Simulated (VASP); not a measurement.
Write the native input for VASP 6.6.1 that does the following.

```yaml
Task: single point
Functional: PBE-based screened hybrid with 25 % exact exchange
Potentials_or_basis: VASP PAW PBE potentials, release 64 (Ru_pv)
Cutoff: 520 eV
k_mesh: 8 × 8 × 8
Occupations: methfessel-paxton, width 0.01 eV
Spin: no spin polarisation
Dipole_correction: no
Grid_for_exact_exchange_PRECFOCK: Normal
Share_of_exact_exchange: 0.25
Further_INCAR_settings: ALGO = Normal; EDIFF = 1e-07; NBANDS = 13
Screening_parameter: 0.3 1/Å
```

The system is Ru.

```
CELL_PARAMETERS angstrom
0.00000 1.91500 1.91500
1.91500 0.00000 1.91500
1.91500 1.91500 0.00000
ATOMIC_POSITIONS crystal
Ru 0.00000 0.00000 0.00000
```

This isn't the form of Ru at room conditions, which is hcp.

These files were run (other wordings do the same):

POSCAR

```
Ru
1.0
    0.0000000000      1.9150000000      1.9150000000
    1.9150000000      0.0000000000      1.9150000000
    1.9150000000      1.9150000000      0.0000000000
Ru
1
Direct
    0.0000000000      0.0000000000      0.0000000000
```

INCAR.step1

```
  ALGO = Normal
  EDIFF = 1E-5
  ENCUT = 520
  GGA = PE
  ISIF = 2
  ISMEAR = 1
  LASPH = True
  LREAL = False
  LWAVE = True
  NBANDS = 13
  NELM = 60
  PREC = Accurate
  SIGMA = 0.01
```

INCAR.step2

```
  AEXX = 0.25
  ALGO = Normal
  EDIFF = 1E-7
  ENCUT = 520
  GGA = PE
  HFSCREEN = 0.3
  ISIF = 2
  ISMEAR = 1
  ISTART = 1
  LASPH = True
  LCHARG = True
  LELF = True
  LHFCALC = True
  LREAL = False
  LVHAR = True
  LWAVE = False
  NBANDS = 13
  NELM = 60
  PREC = Accurate
  PRECFOCK = Normal
  SIGMA = 0.01
```

KPOINTS

```
k-points
0
Gamma
  8 8 8
```

Potentials or basis: VASP PAW PBE potentials, release 64 (Ru_pv).

Launch:

```bash
$ cat potpaw_PBE.64/Ru_pv/POTCAR > POTCAR
$ cp INCAR.step1 INCAR
$ mpirun -np 1 vasp_std > vasp.out
$ cp INCAR.step2 INCAR
$ mpirun -np 1 vasp_std > vasp.out
```

Results of the run:

```json
{"Pressure": "-17.2 GPa", "Band gap on the k mesh": "zero (bands 7 and 8 overlap by 3.51 eV)"}
```

Caveat: the cell stands under tension; the PAW data sets were made with another functional, which shifts forces and pressure a little.

It took 58 min on 1 thread of AMD EPYC 7R43 64-Core Processor (Zen 3), with other jobs on the host, peak memory 0.21 GiB.
